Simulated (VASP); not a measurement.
# Lu2NF3 (P-4m2) in VASP: notebook

Lu2NF3 is run at these levels: PBE; tasks: relaxation of cell and atoms, single point.

All numbers are computed with VASP 6.6.1; they aren't measurements. Logs are shortened: lines on timing, memory, paths and dates and some standing lists are left out, and cuts for length are marked.

## Step 1: The cell of the first run

It takes space group P-4m2 (No. 115, tetragonal). The conventional cell has a = 3.901 Å, b = 3.901 Å, c = 5.552 Å, α = 90.00°, β = 90.00°, γ = 90.00°. Lu (site symmetry 2mm) has 3 F at 2.14 to 2.24 Å and 2 N at 2.24 Å within 2.8 Å. Within 3.1 Å of N (site symmetry -4m2) lie 4 Lu at 2.24 Å and 8 F at 2.76 to 3.03 Å. F (site symmetry -4m2) has 4 Lu at 2.24 Å and 4 N at 2.76 Å and 4 F at 3.03 Å within 3.1 Å. F (site symmetry 2mm) has 5 Lu at 2.14 to 3.02 Å and 6 F at 2.91 to 3.03 Å and 2 N at 3.03 Å within 3.1 Å.

The cell was generated, and may not be a known phase.

## Step 2: Relaxation of cell and atoms, PBE

File INCAR:

```
PREC = Accurate
ENCUT = 600
EDIFF = 1E-7
ISMEAR = 0
SIGMA = 0.02
LREAL = False
LASPH = True
NELM = 80
ALGO = Normal
ISIF = 3
LWAVE = False
LCHARG = False
GGA = PE
IBRION = 2
NSW = 100
EDIFFG = -0.01
```

File KPOINTS:

```
Automatic mesh
0
Gamma
  8 8 6
```

File POSCAR:

```
Lu2NF3
1.0
    3.9013781411      0.0000000000      0.0000000000
    0.0000000000      3.9013781411      0.0000000000
    0.0000000000      0.0000000000      5.5521768263
Lu N F
2 1 3
Direct
    0.0000000000      0.5000000000      0.8023903394
    0.5000000000      0.0000000000      0.1976096606
    0.0000000000      0.0000000000      0.0000000000
    0.5000000000      0.5000000000      0.0000000000
    0.0000000000      0.5000000000      0.4172801700
    0.5000000000      0.0000000000      0.5827198300
```

Potentials or basis: VASP PAW PBE potentials, release 64 (Lu, N, F).

The run is started by

```console
> cat potpaw_PBE.64/Lu/POTCAR potpaw_PBE.64/N/POTCAR potpaw_PBE.64/F/POTCAR > POTCAR
> mpirun -np 1 vasp_std > vasp.out
```

OUTCAR:

```text
PREC = Accurate
   ENCUT = 600
   EDIFF = 1E-7
   ISMEAR = 0
   LREAL = False
   LASPH = True
   NELM = 80
   ISIF = 3
   GGA = PE
   IBRION = 2
   NSW = 100
   EDIFFG = -0.01

 ion  position               nearest neighbor table
   1  0.000  0.500  0.802-   5 2.14   4 2.24   3 2.24   3 2.24   4 2.24   2 3.52   2 3.52   2 3.52
                             2 3.52
   2  0.500  0.000  0.198-   6 2.14   4 2.24   3 2.24   4 2.24   3 2.24   1 3.52   1 3.52   1 3.52
                             1 3.52
   3  0.000  0.000  0.000-   1 2.24   2 2.24   1 2.24   2 2.24
   4  0.500  0.500  0.000-   1 2.24   2 2.24   2 2.24   1 2.24
   5  0.000  0.500  0.417-   1 2.14
   6  0.500  0.000  0.583-   2 2.14

  LATTYP: Found a simple tetragonal cell.
 ALAT       =     3.9013781411
 C/A-ratio  =     1.4231321921

  Lattice vectors:

 A1 = (   3.9013781411,   0.0000000000,   0.0000000000)
 A2 = (   0.0000000000,   3.9013781411,   0.0000000000)
 A3 = (   0.0000000000,   0.0000000000,   5.5521768263)

Analysis of symmetry for initial positions (statically):
=====================================================================
 Subroutine PRICEL returns:
 Original cell was already a primitive cell.

 Routine SETGRP: Setting up the symmetry group for a
 simple tetragonal supercell.

 Subroutine GETGRP returns: Found  8 space group operations
 (whereof  8 operations were pure point group operations)
 out of a pool of 16 trial point group operations.

The static configuration has the point symmetry D_2d.

Analysis of symmetry for dynamics (positions and initial velocities):
=====================================================================
 Subroutine PRICEL returns:
 Original cell was already a primitive cell.

 Routine SETGRP: Setting up the symmetry group for a
 simple tetragonal supercell.

 Subroutine GETGRP returns: Found  8 space group operations
 (whereof  8 operations were pure point group operations)
 out of a pool of 16 trial point group operations.

The dynamic configuration has the point symmetry D_2d.

 Subroutine INISYM returns: Found  8 space group operations
 (whereof  8 operations are pure point group operations),
 and found     1 'primitive' translations

----------------------------------------------------------------------------------------

[... 120 lines left out ...]
     AMIX_MAG =   1.60;   BMIX_MAG =  1.00
  volume/ion in A,a.u.               =      14.08        95.05
  Fermi-wavevector in a.u.,A,eV,Ry     =   1.580203  2.986151 33.974315  2.497042
  Thomas-Fermi vector in A             =   2.680466
   LORBIT       =      0    0 simple, 1 ext, 2 COOP (PROOUT), +10 PAW based schemes
   GGA     = PE    functional components
   LHFCALC =     F    Hartree Fock is set to
   AEXX    =    0.0000 exact exchange contribution
   IVDW    =     0    specifies the selected vdW correction
   LEPSILON=     F    determine dielectric tensor
   LRPA    =     F    only Hartree local field effects (RPA)
 conjugate gradient relaxation of ions
 non-spin polarized calculation
 Gauss-broadening in eV      SIGMA  =   0.02
  energy-cutoff  :      600.00
  volume of cell :       84.51
 maximum number of plane-waves:      2848
 NGX is ok and might be reduce to    32
   NGX = 15   NGY = 15   NGZ = 23

--------------------------------------- Ionic step        1  -------------------------------------------

 number of electron      75.9999986 magnetization

 Free energy of the ion-electron system (eV)
  ---------------------------------------------------
  ext. energy  EPLUGINS =         0.00000000
  ---------------------------------------------------
  free energy    TOTEN  =       -40.68002021 eV

  energy without entropy =      -40.68002021  energy(sigma->0) =      -40.68002021

------------------------ aborting loop because EDIFF is reached ----------------------------------------

  FORCE on cell =-STRESS in cart. coord.  units (eV):
  Direction    XX          YY          ZZ          XY          YZ          ZX
  --------------------------------------------------------------------------------------
  -------------------------------------------------------------------------------------
  Total        0.3067594      0.3067594      0.5734198      0.0000000      0.0000000      0.0000000
  in kB        5.8157948      5.8157948     10.8713593      0.0000000      0.0000000      0.0000000
  external PRESSURE =       7.5009829 kB  Pullay stress =       0.0000000 kB
[... 101 lines left out ...]
  FREE ENERGIE OF THE ION-ELECTRON SYSTEM (eV)
  ---------------------------------------------------
  free  energy   TOTEN  =       -40.6817583388 eV

  energy  without entropy=      -40.6817583388  energy(sigma->0) =      -40.68175834

[... ionic steps 4 to 8 ...]

--------------------------------------- Ionic step        9  -------------------------------------------

 number of electron      75.9999984 magnetization

------------------------ aborting loop because EDIFF is reached ----------------------------------------
[... 75 lines left out ...]
--------------------------------------- Ionic step       11  -------------------------------------------

 number of electron      75.9999984 magnetization

 Free energy of the ion-electron system (eV)
  ---------------------------------------------------
  ext. energy  EPLUGINS =         0.00000000
  ---------------------------------------------------
  free energy    TOTEN  =       -40.68212572 eV

  energy without entropy =      -40.68212572  energy(sigma->0) =      -40.68212572

 E-fermi :   2.7317     XC(G=0): -10.7180

 val. band max:        2.5828760959   @ k =   0.5000   0.5000   0.0000
 cond. band min:       4.0867996439   @ k =   0.0000   0.0000   0.0000
 fundamental gap:      1.5039235480
 Fermi energy:         2.7316770321

 k-point     1 :       0.0000    0.0000    0.0000
  band No.  band energies     occupation
      1     -53.0456      2.00000
      2     -53.0258      2.00000
      3     -24.8892      2.00000
      4     -24.0766      2.00000
      5     -24.0766      2.00000
      6     -23.8612      2.00000
[... 1141 lines left out ...]
     44       7.9118      0.00000
     45       8.3174      0.00000

 [... further k-points ...]

------------------------ aborting loop because EDIFF is reached ----------------------------------------

  FORCE on cell =-STRESS in cart. coord.  units (eV):
  Direction    XX          YY          ZZ          XY          YZ          ZX
  --------------------------------------------------------------------------------------
  -------------------------------------------------------------------------------------
  Total        0.0146617      0.0146617      0.0115278      0.0000000      0.0000000      0.0000000
  in kB        0.2773814      0.2773814      0.2180910      0.0000000      0.0000000      0.0000000
  external PRESSURE =       0.2576179 kB  Pullay stress =       0.0000000 kB
[... 21 lines left out ...]
  FREE ENERGIE OF THE ION-ELECTRON SYSTEM (eV)
  ---------------------------------------------------
  free  energy   TOTEN  =       -40.6821257225 eV

  energy  without entropy=      -40.6821257225  energy(sigma->0) =      -40.68212572

 reached required accuracy - stopping structural energy minimisation
```

Wall time 63 min (1 thread of Intel Xeon 8259CL, shared host); peak memory 0.4 GiB.

Results:

* Free energy: -40.6821 eV
* Relaxed volume: 14.11 Å³/atom
* Relaxed cell: a = 3.901 Å, b = 3.901 Å, c = 5.566 Å, α = 90.00°, β = 90.00°, γ = 90.00°
* Space group after relaxing (to 0.1 Å): P-4m2 (No. 115)
* Energy gained by relaxing: 0.4 meV/atom
* Ionic steps: 11
* Pressure after relaxing: 0.0 GPa
* Largest force after relaxing: 0.007 eV/Å
* Band gap on the k mesh: 1.50 eV (least direct gap 2.61 eV)

Forces on the atoms (eV/Å):
```
Lu   0.000  0.000 -0.007
Lu   0.000  0.000  0.007
N    0.000  0.000  0.000
F    0.000  0.000  0.000
F    0.000  0.000  0.004
F    0.000  0.000 -0.004
```

Step by step:
```csv
step,energy change (eV),largest force (eV/Å),pressure (GPa),volume (Å³)
1,0.0000,0.1093,0.75,84.51
2,-0.0011,0.0269,-0.57,85.32
3,-0.0017,0.0259,-0.11,85.02
4,-0.0017,0.0297,-0.06,85.00
5,-0.0017,0.0280,-0.05,85.00
6,-0.0019,0.0260,-0.07,84.96
7,-0.0020,0.0219,-0.06,84.88
8,-0.0019,0.0756,-0.04,84.71
9,-0.0020,0.0372,-0.06,84.83
10,-0.0021,0.0229,-0.05,84.78
11,-0.0021,0.0070,0.03,84.69
```

Final structure:
```cif
data_structure
_symmetry_space_group_name_H-M 'P 1'
_symmetry_Int_Tables_number 1
_cell_length_a 3.9008
_cell_length_b 3.9008
_cell_length_c 5.5656
_cell_angle_alpha 90.000
_cell_angle_beta 90.000
_cell_angle_gamma 90.000
_cell_volume 84.69
loop_
_atom_site_label
_atom_site_type_symbol
_atom_site_fract_x
_atom_site_fract_y
_atom_site_fract_z
_atom_site_occupancy
Lu1 Lu 0.00000 0.50000 0.80164 1
Lu2 Lu 0.50000 0.00000 0.19836 1
N1 N 0.00000 0.00000 0.00000 1
F1 F 0.50000 0.50000 0.00000 1
F2 F 0.00000 0.50000 0.41508 1
F3 F 0.50000 0.00000 0.58492 1
```

Levels at points of the mesh, in eV from the valence-band top:
```tsv
k point	band 36	band 37	band 38	band 39	band 40	band 41
(0.00, 0.00, 0.00)	-2.29	-1.11	-1.11	1.50	3.75	4.45
(0.50, 0.00, 0.00)	-1.83	-1.69	-1.21	3.45	3.91	4.12
(0.50, 0.50, 0.00)	-1.64	-1.64	0.00	4.06	4.06	4.10
(0.00, 0.00, 0.50)	-2.35	-1.00	-1.00	3.15	3.21	3.91
(0.50, 0.00, 0.50)	-1.59	-1.39	-1.14	3.74	4.27	4.31
(0.50, 0.50, 0.50)	-1.35	-1.35	-0.03	4.07	4.11	4.11
```

Caveat: spin-orbit coupling is left out, which moves the levels of the heavy elements. A k mesh can miss the band edges.

## Step 3: Single point, PBE

File INCAR:

```
SYSTEM = Lu2NF3
PREC = Accurate
ENCUT = 520
EDIFF = 1E-6
ISMEAR = 0
SIGMA = 0.1
LREAL = .False.
LASPH = .True.
NELM = 60
ALGO = Normal
ISIF = 2
LWAVE = .False.
LCHARG = .False.
GGA = PE
NBANDS = 47
```

File KPOINTS:

```
Automatic mesh
0
Gamma
  4 4 4
  0 0 0
```

POSCAR is that of step 2.

Potentials or basis: VASP PAW PBE potentials, release 64 (Lu, N, F).

The run is started by

```console
> cat potpaw_PBE.64/Lu/POTCAR potpaw_PBE.64/N/POTCAR potpaw_PBE.64/F/POTCAR > POTCAR
> mpirun -np 1 vasp_std > vasp.out
```

Run time: 87 s. Hardware: 1 thread of Oxide Virtual Turin-like, shared host; peak memory 0.19 GiB.

Results (log left out):

| Property | Result |
| --- | --- |
| Free energy | -40.6692 eV |
| Pressure | 0.9 GPa |
| Largest force | 0.108 eV/Å |
| Band gap on the k mesh | 1.53 eV (least direct gap 2.65 eV) |

Forces in eV/Å, atoms in the order of the input:
```
Lu   0.000  0.000 -0.010
Lu   0.000  0.000  0.010
N    0.000  0.000  0.000
F    0.000  0.000  0.000
F    0.000  0.000 -0.108
F    0.000  0.000  0.108
```

Stress tensor (GPa, compression positive):
```
0.71 0.00 0.00
0.00 0.71 0.00
0.00 0.00 1.24
```

Levels at points of the mesh, in eV from the valence-band top:
```tsv
k point	band 34	band 35	band 36	band 37	band 38	band 39	band 40	band 41	band 42	band 43
(0.00, 0.00, 0.00)	-3.92	-3.88	-2.30	-1.12	-1.12	1.53	3.73	4.47	4.54	5.75
(0.50, 0.00, 0.00)	-3.93	-3.86	-1.85	-1.70	-1.22	3.48	3.94	4.13	4.56	5.35
(0.50, 0.50, 0.00)	-3.95	-3.85	-1.66	-1.66	0.00	4.06	4.06	4.13	4.49	5.04
(0.00, 0.00, 0.50)	-3.90	-3.90	-2.35	-1.01	-1.01	3.19	3.23	3.89	5.47	5.71
(0.50, 0.00, 0.50)	-3.96	-3.93	-1.60	-1.40	-1.14	3.78	4.29	4.35	4.63	5.24
(0.50, 0.50, 0.50)	-3.98	-3.85	-1.37	-1.37	-0.03	4.07	4.11	4.11	4.68	5.01
```

Caveat: spin-orbit coupling is left out, which moves the levels of the heavy elements. A k mesh can miss the band edges.

[end of part 1 of 3]

The gap in the log of VASP goes by the Fermi energy; the results here count the filled bands.